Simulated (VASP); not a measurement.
Wanted: the native input for a VASP 6.6.1 run.

```
Task                   : single point
Functional             : PBE
Potentials or basis    : VASP PAW PBE potentials, release 64 (Al, Ga_d, Sb)
Cutoff                 : 520 eV
k mesh                 : 6 × 6 × 1
Occupations            : gaussian, width 0.2 eV
Spin                   : no spin polarisation
Dipole correction      : no
Further INCAR settings : ALGO = Normal; EDIFF = 1e-07; NBANDS = 46
```

The structure of Al2GaSb3 lies in POSCAR:

```
Al2GaSb3
1.0
    4.3887578136     -0.0010516048      0.0005361650
   -2.1952920405      3.7999594042     -0.0002898048
    0.0023576143     -0.0001327887     21.6575999645
Al Ga Sb
4 2 6
Direct
    0.0000371183     -0.0002217384      0.1667821516
    0.6661371688      0.3333504328      0.9998624371
    0.6671062422      0.3335468308      0.3336266440
    0.6666628917      0.3328903105      0.6666272680
   -0.0000147919      0.0000705649      0.5003374026
   -0.0000444769      0.0003695236      0.8334986625
    0.0004147442      0.0002857036      0.2916540252
   -0.0000048005     -0.0003530154      0.6249371730
   -0.0005513250      0.0001062984      0.9581246005
    0.6667666661      0.3330329552      0.1247394487
    0.6667631753      0.3333333700      0.4584377585
    0.6667273878      0.3335887641      0.7915744282
```

One way to write it, as run:

INCAR

```
SYSTEM = Al2GaSb3
ALGO     = Normal         ! electronic algorithm
EDIFF    = 1E-7           ! SCF threshold, eV
ENCUT    = 520            ! plane-wave cutoff, eV
GGA      = PE             ! functional
ISIF     = 2              ! what is computed and relaxed
ISMEAR   = 0              ! smearing method
LASPH    = .True.         ! aspherical terms in the spheres
LCHARG   = .False.        ! write CHGCAR
LREAL    = .False.        ! projectors in reciprocal space
LWAVE    = .False.        ! write WAVECAR
NBANDS   = 46             ! bands
NELM     = 80             ! most SCF steps
PREC     = Accurate       ! precision mode
SIGMA    = 0.2            ! smearing width, eV
```

KPOINTS

```
k-points
0
Gamma
  6 6 1
  0 0 0
```

Potentials or basis: VASP PAW PBE potentials, release 64 (Al, Ga_d, Sb).

Run with:

```console
$ cat potpaw_PBE.64/Al/POTCAR potpaw_PBE.64/Ga_d/POTCAR potpaw_PBE.64/Sb/POTCAR > POTCAR
$ mpirun -np 1 vasp_std > vasp.out
```

Results of the run:

```
Pressure               : 0.2 GPa
Largest force          : 0.010 eV/Å
Band gap on the k mesh : 0.24 eV
```

Caveat: spin-orbit coupling is left out, which moves the levels of the heavy elements.

Wall time 11 min on 1 thread of Intel Xeon 8259CL, with other jobs on the host, peak memory 0.66 GiB.
